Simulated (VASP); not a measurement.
# Pd (Im-3m) in VASP: further runs

The runs below take Pd through single point, with PBEsol.

Program: VASP 6.6.1. These are calculated values, not measurements. Logs are shortened: lines on timing, memory, paths and dates and some standing lists are left out, and cuts for length are marked.

## Step 1: The cell of the first run

The structure is cubic, space group Im-3m (No. 229). The conventional cell has a = 3.125 Å, b = 3.125 Å, c = 3.125 Å, α = 90.00°, β = 90.00°, γ = 90.00°. Pd (site symmetry m-3m) has 14 Pd at 2.71 to 3.13 Å within 3.6 Å.

## Step 2: Single point, PBEsol, collinear spin, ferromagnetic start (volume scaled by 1.04)

The input, INCAR:

```
PREC = Accurate
ENCUT = 520
EDIFF = 1E-7
ISMEAR = -1
SIGMA = 0.05
LREAL = F
LASPH = T
NELM = 150
ALGO = Normal
ISIF = 2
LWAVE = F
LCHARG = T
ISPIN = 2
MAGMOM = 0.5
LORBIT = 11
LMAXMIX = 4
GGA = PS
LELF = T
LVHAR = T
NBANDS = 15
```

The input, KPOINTS:

```
regular mesh
0
Gamma
  16 16 16
```

The input, POSCAR:

```
Pd
1.0
   -1.5627306866      1.5627306866      1.5627306866
    1.5627306866     -1.5627306866      1.5627306866
    1.5627306866      1.5627306866     -1.5627306866
Pd
1
Direct
    0.0000000000      0.0000000000      0.0000000000
```

Potentials or basis: VASP PAW PBE potentials, release 64 (Pd).

The run is started by

```sh
cat potpaw_PBE.64/Pd/POTCAR > POTCAR
mpirun -np 1 vasp_std > vasp.out
```

OUTCAR:

```text
PREC = Accurate
   ENCUT = 520
   EDIFF = 1E-7
   ISMEAR = -1
   LREAL = F
   LASPH = T
   NELM = 150
   ISIF = 2
   ISPIN = 2
   LORBIT = 11
   GGA = PS

 ion  position               nearest neighbor table
   1  0.000  0.000  0.000-

  LATTYP: Found a body centered cubic cell.
 ALAT       =     3.1254613732

  Lattice vectors:

 A1 = (  -1.5627306866,   1.5627306866,   1.5627306866)
 A2 = (   1.5627306866,  -1.5627306866,   1.5627306866)
 A3 = (   1.5627306866,   1.5627306866,  -1.5627306866)

Analysis of symmetry for initial positions (statically):
=====================================================================
 Subroutine PRICEL returns:
 Original cell was already a primitive cell.

 Routine SETGRP: Setting up the symmetry group for a
 body centered cubic supercell.

 Subroutine GETGRP returns: Found 48 space group operations
 (whereof 48 operations were pure point group operations)
 out of a pool of 48 trial point group operations.

The static configuration has the point symmetry O_h .

Analysis of symmetry for dynamics (positions and initial velocities):
=====================================================================
 Subroutine PRICEL returns:
 Original cell was already a primitive cell.

 Routine SETGRP: Setting up the symmetry group for a
 body centered cubic supercell.

 Subroutine GETGRP returns: Found 48 space group operations
 (whereof 48 operations were pure point group operations)
 out of a pool of 48 trial point group operations.

The dynamic configuration has the point symmetry O_h .

Analysis of structural, dynamic, and magnetic symmetry:
=====================================================================
 Subroutine PRICEL returns:
 Original cell was already a primitive cell.

 Routine SETGRP: Setting up the symmetry group for a
 body centered cubic supercell.

 Subroutine GETGRP returns: Found 48 space group operations
 (whereof 48 operations were pure point group operations)
 out of a pool of 48 trial point group operations.

The overall configuration has the point symmetry O_h .

 Subroutine INISYM returns: Found 48 space group operations
 (whereof 48 operations are pure point group operations),
 and found     1 'primitive' translations

----------------------------------------------------------------------------------------

                                     Primitive cell

  volume of cell :      15.2655

  direct lattice vectors                    reciprocal lattice vectors
    -1.562730687  1.562730687  1.562730687     0.000000000  0.319952762  0.319952762
     1.562730687 -1.562730687  1.562730687     0.319952762  0.000000000  0.319952762
     1.562730687  1.562730687 -1.562730687     0.319952762  0.319952762  0.000000000

  length of vectors
     2.706728948  2.706728948  2.706728948     0.452481536  0.452481536  0.452481536

  position of ions in fractional coordinates (direct lattice)
     0.000000000  0.000000000  0.000000000

  ion indices of the primitive-cell ions
   primitive index   ion index
                 1           1

----------------------------------------------------------------------------------------

 KPOINTS: regular mesh

Automatic generation of k-mesh.
 Grid dimensions read from file:
 generate k-points for:   16   16   16

 Generating k-lattice:

  Cartesian coordinates                     Fractional coordinates (reciprocal lattice)
     0.000000000  0.019997048  0.019997048     0.062500000  0.000000000  0.000000000
     0.019997048  0.000000000  0.019997048     0.000000000  0.062500000  0.000000000
     0.019997048  0.019997048  0.000000000     0.000000000  0.000000000  0.062500000

  Length of vectors
     0.028280096  0.028280096  0.028280096

  Shift w.r.t. Gamma in fractional coordinates (k-lattice)
     0.000000000  0.000000000  0.000000000

 Subroutine IBZKPT returns following result:
 ===========================================

 Found    145 irreducible k-points:

 Following reciprocal coordinates:
            Coordinates               Weight
  0.000000  0.000000  0.000000      1.000000
  0.062500  0.000000  0.000000     12.000000
  0.125000  0.000000  0.000000     12.000000
  0.187500  0.000000  0.000000     12.000000
  0.250000  0.000000  0.000000     12.000000
  0.312500  0.000000  0.000000     12.000000
[... 16 lines left out ...]
  0.187500  0.187500  0.000000     24.000000
  0.250000  0.187500  0.000000     48.000000
 [... further k-points ...]
   k-points           NKPTS =    145   k-points in BZ     NKDIM =    145   number of bands    NBANDS=     15
   number of dos      NEDOS =    301   number of ions     NIONS =      1
   total plane-waves  NPLWV =   8000
   dimension x,y,z NGX =    20 NGY =   20 NGZ =   20
   dimension x,y,z NGXF=    40 NGYF=   40 NGZF=   40
   ions per type =               1
   NGX,Y,Z   is equivalent  to a cutoff of  12.28, 12.28, 12.28 a.u.
   NGXF,Y,Z  is equivalent  to a cutoff of  24.57, 24.57, 24.57 a.u.
 SYSTEM =  unknown system
   PREC   = accura    normal or accurate (medium, high low for compatibility)
   ISTART =      0    job   : 0-new  1-cont  2-samecut
   ICHARG =      2    charge: 1-file 2-atom 10-const
   ISPIN  =      2    spin polarized calculation?
   LNONCOLLINEAR =      F non collinear calculations
   LSORBIT =      F    spin-orbit coupling
   LASPH  =      T    aspherical Exc in radial PAW
   ENCUT  =  520.0 eV  38.22 Ry    6.18 a.u.   5.03  5.03  5.03*2*pi/ulx,y,z
   NELM   =    150;   NELMIN=  2; NELMDL= -5     # of ELM steps
   EDIFF  = 0.1E-06   stopping-criterion for ELM
   LREAL  =      F    real-space projection
   EDIFFG = 0.1E-05   stopping-criterion for IOM
   NSW    =      0    number of steps for IOM
   IBRION =     -1    ionic relax: 0-MD 1-quasi-New 2-CG
   NFREE  =      0    steps in history (QN), initial steepest desc. (CG)
   ISIF   =      2    stress and relaxation
   ISYM   =      2    0-nonsym 1-usesym 2-fastsym
   POTIM  = 0.5000    time-step for ionic-motion
   TEBEG  =    0.0;   TEEND  =   0.0 temperature during run
   PSTRESS=    0.0 pullay stress
   NELECT =      10.0000    total number of electrons
   NUPDOWN=      -1.0000    fix difference up-down
   EMIN   =  10.00;   EMAX   =-10.00  energy-range for DOS
   EFERMI =   0.00;   METHOD = LEGACY
   ISMEAR =    -1;   SIGMA  =   0.05  broadening in eV -4-tet -1-fermi 0-gaus
   EFERMI_NEDOS =   21; number of points for ismear=-14 and -15
   IALGO  =     38    algorithm
   IMIX   =      4    mixing-type and parameters
     AMIX     =   0.40;   BMIX     =  1.00
     AMIX_MAG =   1.60;   BMIX_MAG =  1.00
  volume/ion in A,a.u.               =      15.27       103.02
  Fermi-wavevector in a.u.,A,eV,Ry     =   1.421796  2.686805 27.504239  2.021505
  Thomas-Fermi vector in A             =   2.542568
   LORBIT       =     11    0 simple, 1 ext, 2 COOP (PROOUT), +10 PAW based schemes
   GGA     = PS    functional components
   LHFCALC =     F    Hartree Fock is set to
   AEXX    =    0.0000 exact exchange contribution
   IVDW    =     0    specifies the selected vdW correction
   LEPSILON=     F    determine dielectric tensor
   LRPA    =     F    only Hartree local field effects (RPA)
 spin polarized calculation
  energy-cutoff  :      520.00
  volume of cell :       15.27
 maximum number of plane-waves:       427
   NGX =  9   NGY =  9   NGZ =  9

 number of electron      10.0000006 magnetization      -0.0041081

 number of electron      10.0000006 magnetization       0.0003751

 Free energy of the ion-electron system (eV)
  ---------------------------------------------------
  ext. energy  EPLUGINS =         0.00000000
  ---------------------------------------------------
  free energy    TOTEN  =        -5.89540949 eV

  energy without entropy =       -5.88370581  energy(sigma->0) =       -5.88955765

 E-fermi :   9.0663     XC(G=0): -13.1613

 val. band max:        9.0657495213   @ k =  -0.3750   0.4375   0.1250
 cond. band min:       9.0905687126   @ k =   0.5000   0.5000   0.4375
 fundamental gap:      0.0248191914
 Fermi energy:         9.0663197742

 spin component 1

 k-point     1 :       0.0000    0.0000    0.0000
  band No.  band energies     occupation
      1       2.0833      1.00000
      2       6.2362      1.00000
      3       6.2362      1.00000
      4       6.2362      1.00000
      5       8.1574      1.00000
      6       8.1574      1.00000
      7      28.2968      0.00000
      8      28.2968      0.00000
      9      28.2968      0.00000
     10      35.4988      0.00000
     11      36.5118      0.00000
     12      36.5118      0.00000
     13      37.7725      0.00000
     14      37.7725      0.00000
     15      37.7725      0.00000

 k-point     2 :       0.0625    0.0000    0.0000
  band No.  band energies     occupation
      1       2.2292      1.00000
      2       6.1873      1.00000
      3       6.2381      1.00000
      4       6.3386      1.00000
      5       8.0998      1.00000
      6       8.1609      1.00000
      7      28.1967      0.00000
      8      28.3166      0.00000
      9      28.4690      0.00000
     10      35.0660      0.00000
     11      35.4021      0.00000
     12      35.8375      0.00000
     13      37.0146      0.00000
     14      37.8361      0.00000
     15      39.4812      0.00000
[... 365 lines left out ...]
      3       5.9727      1.00000
      4       7.7256      1.00000
      5       8.3929      1.00000
      6       9.3582      0.00291
      7      23.1862      0.00000
      8      23.5919      0.00000
      9      27.7918      0.00000
     10      30.7143      0.00000
     11      34.8368      0.00000
     12      35.6650      0.00000
     13      37.3316      0.00000
     14      40.5535      0.00000
     15      41.4298      0.00000

 k-point    24 :       0.2500    0.1875    0.0000
  band No.  band energies     occupation
      1       4.7158      1.00000
      2       5.4987      1.00000
      3       6.3722      1.00000
      4       7.8230      1.00000
      5       8.4791      0.99999
      6      10.5579      0.00000
      7      20.9429      0.00000
      8      22.5884      0.00000
      9      26.8725      0.00000
     10      31.2770      0.00000
     11      35.0199      0.00000
     12      35.6736      0.00000
     13      37.9940      0.00000
     14      40.6404      0.00000
     15      41.6514      0.00000

 [... further k-points ...]

 spin component 2

 k-point     1 :       0.0000    0.0000    0.0000
  band No.  band energies     occupation
      1       2.0833      1.00000
      2       6.2364      1.00000
      3       6.2364      1.00000
      4       6.2365      1.00000
      5       8.1576      1.00000
      6       8.1576      1.00000
      7      28.2968      0.00000
      8      28.2968      0.00000
      9      28.2968      0.00000
     10      35.4993      0.00000
     11      36.5117      0.00000
     12      36.5117      0.00000
     13      37.7726      0.00000
     14      37.7726      0.00000
     15      37.7726      0.00000

 k-point     2 :       0.0625    0.0000    0.0000
  band No.  band energies     occupation
      1       2.2292      1.00000
      2       6.1876      1.00000
      3       6.2384      1.00000
      4       6.3388      1.00000
      5       8.1000      1.00000
      6       8.1611      1.00000
      7      28.1966      0.00000
      8      28.3165      0.00000
      9      28.4690      0.00000
     10      35.0660      0.00000
     11      35.4025      0.00000
     12      35.8377      0.00000
     13      37.0147      0.00000
     14      37.8361      0.00000
     15      39.4813      0.00000
[... 365 lines left out ...]
      3       5.9729      1.00000
      4       7.7258      1.00000
      5       8.3932      1.00000
      6       9.3584      0.00289
      7      23.1863      0.00000
      8      23.5919      0.00000
      9      27.7918      0.00000
     10      30.7143      0.00000
     11      34.8369      0.00000
     12      35.6654      0.00000
     13      37.3316      0.00000
     14      40.5535      0.00000
     15      41.4299      0.00000

 k-point    24 :       0.2500    0.1875    0.0000
  band No.  band energies     occupation
      1       4.7159      1.00000
      2       5.4989      1.00000
      3       6.3723      1.00000
      4       7.8232      1.00000
      5       8.4794      0.99999
      6      10.5581      0.00000
      7      20.9429      0.00000
      8      22.5885      0.00000
      9      26.8726      0.00000
     10      31.2770      0.00000
     11      35.0201      0.00000
     12      35.6740      0.00000
     13      37.9941      0.00000
     14      40.6405      0.00000
     15      41.6516      0.00000

 [... further k-points ...]
[... 5 lines left out ...]
  --------------------------------------------------------------------------------------
  -------------------------------------------------------------------------------------
  Total       -0.6951328     -0.6951328     -0.6951328     -0.0000000     -0.0000000     -0.0000000
  in kB      -72.9568323    -72.9568323    -72.9568323     -0.0000000     -0.0000000     -0.0000000
  external PRESSURE =     -72.9568323 kB  Pullay stress =       0.0000000 kB

 VOLUME and BASIS-vectors are now :
 -----------------------------------------------------------------------------
  energy-cutoff  :      520.00
  volume of cell :       15.27
      direct lattice vectors                 reciprocal lattice vectors
    -1.562730687  1.562730687  1.562730687     0.000000000  0.319952762  0.319952762
     1.562730687 -1.562730687  1.562730687     0.319952762  0.000000000  0.319952762
     1.562730687  1.562730687 -1.562730687     0.319952762  0.319952762  0.000000000

 POSITION                                       TOTAL-FORCE (eV/Angst)
 -----------------------------------------------------------------------------------
      0.00000      0.00000      0.00000        -0.000000      0.000000      0.000000
 -----------------------------------------------------------------------------------
    total drift:                                0.000000     -0.000000      0.000000

  FREE ENERGIE OF THE ION-ELECTRON SYSTEM (eV)
  ---------------------------------------------------
  free  energy   TOTEN  =        -5.8954094949 eV

  energy  without entropy=       -5.8837058078  energy(sigma->0) =       -5.88955765

 total charge

# of ion       s       p       d       tot
------------------------------------------
    1        0.462   0.437   8.467   9.366

 magnetization (x)

# of ion       s       p       d       tot
------------------------------------------
    1       -0.000  -0.000   0.000   0.000
```

Run time: 30 s. Hardware: 1 thread of Intel Xeon Platinum 8559C (Emerald Rapids), shared host; peak memory 0.16 GiB.

What came out:

```
Free energy                                           : -5.8954 eV
Pressure                                              : -7.3 GPa
Band gap on the k mesh                                : zero (filled and empty bands overlap)
Net moment                                            : 0.00 μB per cell
Valence electrons inside the program's atomic spheres : Pd 9.37
```

Caveat: the PAW data sets were made with another functional, which shifts forces and pressure a little.

## Step 3: Single point, PBEsol, collinear spin, ferromagnetic start (volume scaled by 1.08)

The input, INCAR:

```
SYSTEM = Pd
PREC = Accurate
ENCUT = 520
EDIFF = 1E-7
ISMEAR = -1
SIGMA = 0.05
LREAL = .FALSE.
LASPH = .TRUE.
NELM = 150
ALGO = Normal
ISIF = 2
LWAVE = .FALSE.
LCHARG = .FALSE.
ISPIN = 2
MAGMOM = 0.5
LORBIT = 11
LMAXMIX = 4
GGA = PS
NBANDS = 15
```

The input, KPOINTS:

```
regular mesh
0
G
  16 16 16
  0 0 0
```

The input, POSCAR:

```
Pd
1.0
   -1.5825141879      1.5825141879      1.5825141879
    1.5825141879     -1.5825141879      1.5825141879
    1.5825141879      1.5825141879     -1.5825141879
Pd
1
Direct
    0.0000000000      0.0000000000      0.0000000000
```

Potentials or basis: VASP PAW PBE potentials, release 64 (Pd).

The run is started by

```sh
cat potpaw_PBE.64/Pd/POTCAR > POTCAR
mpirun -np 1 vasp_std > vasp.out
```

Wall time 30 s (1 thread of Intel Xeon Platinum 8559C (Emerald Rapids), shared host); peak memory 0.17 GiB.

Results (log left out):

* Free energy: -5.8588 eV
* Pressure: -12.6 GPa
* Band gap on the k mesh: zero (filled and empty bands overlap)
* Net moment: 0.00 μB per cell
* Valence electrons inside the program's atomic spheres: Pd 9.30

Levels at points of the mesh, in eV from the Fermi level:
Spin up:
```tsv
k point	band 1	band 2	band 3	band 4	band 5	band 6	band 7	band 8	band 9	band 10
(0.00, 0.00, 0.00)	-6.70	-2.67	-2.67	-2.67	-0.85	-0.85	19.14	19.14	19.14	26.58
(0.50, 0.00, 0.00)	-4.81	-3.75	-0.93	-0.65	0.53	1.43	7.31	14.88	17.05	23.28
(0.50, 0.50, 0.50)	-4.70	-4.70	0.18	0.18	0.18	8.87	8.87	8.87	16.47	16.82
```
Spin down:
| k point | band 2 | band 3 | band 4 | band 5 | band 6 | band 7 | band 8 | band 9 |
| --- | --- | --- | --- | --- | --- | --- | --- | --- |
| (0.00, 0.00, 0.00) | -2.67 | -2.67 | -2.67 | -0.85 | -0.85 | 19.14 | 19.14 | 19.14 |
| (0.50, 0.00, 0.00) | -3.75 | -0.93 | -0.65 | 0.53 | 1.43 | 7.31 | 14.88 | 17.05 |
| (0.50, 0.50, 0.50) | -4.70 | 0.18 | 0.18 | 0.18 | 8.87 | 8.87 | 8.87 | 16.47 |

Caveat: the PAW data sets were made with another functional, which shifts forces and pressure a little.
